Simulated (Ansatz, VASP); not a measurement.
# Two plane-wave programs on Pt

Contents of INCAR:

```
PREC = Accurate ; ENCUT = 520
EDIFF = 1E-6 ; ISMEAR = -1
SIGMA = 0.03 ; LREAL = False
LASPH = True ; NELM = 100
ALGO = Normal ; ISIF = 2
LWAVE = False ; LCHARG = False
GGA = PE ; NBANDS = 11
```

Contents of KPOINTS:

```
Automatic mesh
0
Gamma
  14 14 14
```

POSCAR

```
Pt
1.0
    0.0000000000      1.9857786488      1.9857786488
    1.9857786488      0.0000000000      1.9857786488
    1.9857786488      1.9857786488      0.0000000000
Pt
1
Direct
    0.0000000000      0.0000000000      0.0000000000
```

Input for Ansatz:

```yaml
crystal:
  lattice:
    - [0.0, 1.9857786488, 1.9857786488]
    - [1.9857786488, 0.0, 1.9857786488]
    - [1.9857786488, 1.9857786488, 0.0]
  atoms:
    - { symbol: Pt, position: [0.0, 0.0, 0.0] }
hamiltonian:
  xc: pbe
  pseudopotentials:
    kind: paw
    azcp:
      Pt: "pseudopotentials/Pt.paw.azcp"
basis:
  ecutwfc: 420
  fft_grid_basis: typed
kpoints:
  mp_grid: { grid: [14, 14, 14], shift: [0, 0, 0] }
magnetization:
  spin_polarized: false
scf:
  occupations: { method: fermi_dirac, width: 0.03 }
  lower_state_search: "off"
output:
  stress: true
```

Alike in both runs: task single point; functional PBE; k mesh 14 × 14 × 14; occupations fermi-dirac, width 0.03 eV; no spin polarisation.

|  | VASP | Ansatz |
| --- | --- | --- |
| version | VASP 6.6.1 | Ansatz 0.2.0 |
| potentials or method | VASP PAW PBE potentials, release 64 (Pt), cutoff 520 eV | plane waves (420 eV) with PAW, scalar-relativistic |
| valence electrons in the cell | 10 | 18 |

Ansatz gave:

| Item | Value |
| --- | --- |
| pressure (GPa) | -0.5 |

Problem. Which values does VASP return?

Solution. Pressure (GPa): -1.0.

With one functional, cell and mesh, what is left measures potentials, basis and numerics. VASP's potentials hold 10 valence electrons a cell and Ansatz's 18, so a difference there can come from the potentials and not from the codes.

Spin-orbit coupling is off throughout.
